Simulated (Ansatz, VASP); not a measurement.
## Two plane-wave programs on Sc

File INCAR:

```
SYSTEM = Sc
PREC = Accurate ; ENCUT = 500
EDIFF = 1E-6 ; ISMEAR = 0
SIGMA = 0.1 ; LREAL = .FALSE.
LASPH = .TRUE. ; NELM = 120
ALGO = Normal ; ISIF = 2
LWAVE = .FALSE. ; LCHARG = .FALSE.
GGA = PS ; NBANDS = 18
GGA_COMPAT = .FALSE.
```

Contents of KPOINTS:

```
Automatic mesh
0
G
  6 6 4
  0 0 0
```

File POSCAR:

```
Sc
1.0
    3.0251956938      0.0000000000      0.0000000000
   -1.5125978469      2.6198963222      0.0000000000
    0.0000000000      0.0000000000      4.7884691682
Sc
2
Direct
    0.3333333333      0.6666666667      0.2500000000
    0.6666666667      0.3333333333      0.7500000000
```

Input for Ansatz:

```yaml
crystal:
  lattice:
    - [3.0251956938, 0.0, 0.0]
    - [-1.5125978469, 2.6198963222, 0.0]
    - [0.0, 0.0, 4.7884691682]
  atoms:
    - { symbol: Sc, position: [0.3333333333, 0.6666666667, 0.25] }
    - { symbol: Sc, position: [0.6666666667, 0.3333333333, 0.75] }
basis:
  ecutwfc: 420
kpoints:
  mp_grid: { grid: [6, 6, 4] }
hamiltonian:
  xc: pbesol
scf:
  occupations: { method: gaussian, width: 0.1 }
output:
  forces: true
  stress: true
  eigenvalues: true
```

Alike in both runs: task single point; functional PBEsol; k mesh 6 × 6 × 4; occupations gaussian, width 0.1 eV; no spin polarisation.

|  | VASP | Ansatz |
| --- | --- | --- |
| version | VASP 6.6.1 | Ansatz 0.2.0 |
| potentials or method | VASP PAW PBE potentials, release 64 (Sc_sv), cutoff 500 eV | scalar-relativistic, plane waves, PAW |
| valence electrons in the cell | 22 | 22 |

```tsv
	VASP	Ansatz	Ansatz less VASP
gap on the k mesh at the Fermi level (eV)	none	none	-
pressure (GPa)	18.1	18.1	-0.06
traceless stress, the component that is largest in VASP (GPa)	-2.40	-2.44	-0.041
```

VASP's potentials were made for PBE, not for PBEsol. A gap of «none» marks a metal or a gap that the smearing closes.

The k mesh is coarse, so the values compare programs but aren't converged.
